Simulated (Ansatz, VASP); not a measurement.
**One calculation of HgTe, two programs**

The input INCAR:

```
SYSTEM = HgTe
ALGO = Normal
EDIFF = 1E-8
ENCUT = 520
GGA = PE
ISIF = 2
ISMEAR = -1
LASPH = .TRUE.
LCHARG = .FALSE.
LEFG = .TRUE.
LREAL = .FALSE.
LWAVE = .FALSE.
NBANDS = 16
NELM = 80
PREC = Accurate
SIGMA = 0.05
```

File KPOINTS:

```
k-points
0
G
  9 9 9
  0 0 0
```

POSCAR

```
HgTe
1.0
    0.0000000000      3.2235000000      3.2235000000
    3.2235000000      0.0000000000      3.2235000000
    3.2235000000      3.2235000000      0.0000000000
Hg Te
1 1
Direct
    0.0000000000      0.0000000000      0.0000000000
    0.7500000000      0.7500000000      0.7500000000
```

Input for Ansatz:

```yaml
crystal:
  lattice:
    - [0.0, 3.2235, 3.2235]
    - [3.2235, 0.0, 3.2235]
    - [3.2235, 3.2235, 0.0]
  atoms:
    - { symbol: Hg, position: [0.0, 0.0, 0.0] }
    - { symbol: Te, position: [0.75, 0.75, 0.75] }
kpoints:
  mp_grid: { grid: [9, 9, 9] }
scf:
  occupations: { method: fermi_dirac, width: 0.05 }
hamiltonian:
  xc: pbe
  pseudopotentials: { kind: paw }
output:
  forces: true
  stress: true
  eigenvalues: true
  efg: { contact_densities: true }
basis:
  ecutwfc: 600
```

Alike in both runs: task electric field gradients; functional PBE; k mesh 9 × 9 × 9; occupations fermi-dirac, width 0.05 eV; no spin polarisation.

|  | VASP | Ansatz |
| --- | --- | --- |
| version | VASP 6.6.1 | Ansatz 0.2.0 |
| potentials or method | VASP PAW PBE potentials, release 64 (Hg, Te), cutoff 520 eV | PAW with Ansatz's default frozen-core files, scalar-relativistic |
| valence electrons in the cell | 18 | 36 |

Ansatz gave:

- pressure (GPa): 4.1

Question: Which values does VASP return?

Answer: Pressure (GPa): 4.2.

VASP's potentials hold 18 valence electrons a cell and Ansatz's 36, so a difference there can come from the potentials and not from the codes.

Neither program's run includes spin-orbit coupling.
